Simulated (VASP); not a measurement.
Tl2SnCl6:

```xyz
9
Lattice="0.0000 4.9925 4.9925 4.9925 0.0000 4.9925 4.9925 4.9925 0.0000" Properties=species:S:1:pos:R:3 pbc="T T T"
Sn    0.0000    0.0000    0.0000
Tl    2.4962    2.4962    2.4962
Tl    7.4887    7.4887    7.4887
Cl    2.3964    4.9925    4.9925
Cl    4.9925    2.3964    4.9925
Cl    7.5885    4.9925    4.9925
Cl    4.9925    7.5885    4.9925
Cl    4.9925    4.9925    2.3964
Cl    4.9925    4.9925    7.5885
```

```yaml
Program: VASP 6.6.1
Task: relaxation of cell and atoms
Functional: PBEsol
Potentials_or_basis: VASP PAW PBE potentials, release 64 (Sn_d, Tl_d, Cl)
Cutoff: 600 eV
k_mesh: 5 × 5 × 5
Occupations: fermi-dirac, width 0.0759 eV
Spin: no spin polarisation
```

At the start: pressure 1.1 GPa; volume 27.65 Å³/atom.

How do energy, volume and symmetry change on relaxing?

Over 11 steps the energy falls by 11.0 meV/atom and the volume is 26.74 Å³/atom (-3.3 %); space group Fm-3m (No. 225, to 0.1 Å) before and after.

Step by step:
```csv
step,energy change (eV),largest force (eV/Å),pressure (GPa),volume (Å³)
1,0.0000,0.6185,1.13,248.87
2,-0.0530,0.0233,-0.97,255.98
3,-0.0590,0.1216,-0.50,254.21
4,-0.0714,0.1054,-0.42,251.78
5,-0.0955,0.0535,-0.12,244.60
6,-0.0706,0.0696,0.74,230.65
7,-0.0991,0.0340,0.08,241.14
8,-0.0992,0.0300,0.09,240.66
9,-0.0992,0.0280,0.11,240.39
10,-0.0989,0.0469,-0.14,241.01
11,-0.0994,0.0012,0.01,240.63
```

Final structure:
```yaml
crystal:
  lattice:
    - [0.00000, 4.93676, 4.93676]
    - [4.93676, 0.00000, 4.93676]
    - [4.93676, 4.93676, 0.00000]
  atoms:
    - { symbol: Sn, position: [0.00000, 0.00000, 0.00000] }
    - { symbol: Tl, position: [0.25000, 0.25000, 0.25000] }
    - { symbol: Tl, position: [0.75000, 0.75000, 0.75000] }
    - { symbol: Cl, position: [0.75290, 0.24710, 0.24710] }
    - { symbol: Cl, position: [0.24710, 0.75290, 0.24710] }
    - { symbol: Cl, position: [0.24710, 0.75290, 0.75290] }
    - { symbol: Cl, position: [0.75290, 0.24710, 0.75290] }
    - { symbol: Cl, position: [0.24710, 0.24710, 0.75290] }
    - { symbol: Cl, position: [0.75290, 0.75290, 0.24710] }
```

Caveat: the PAW data sets were made with another functional, which shifts forces and pressure a little.
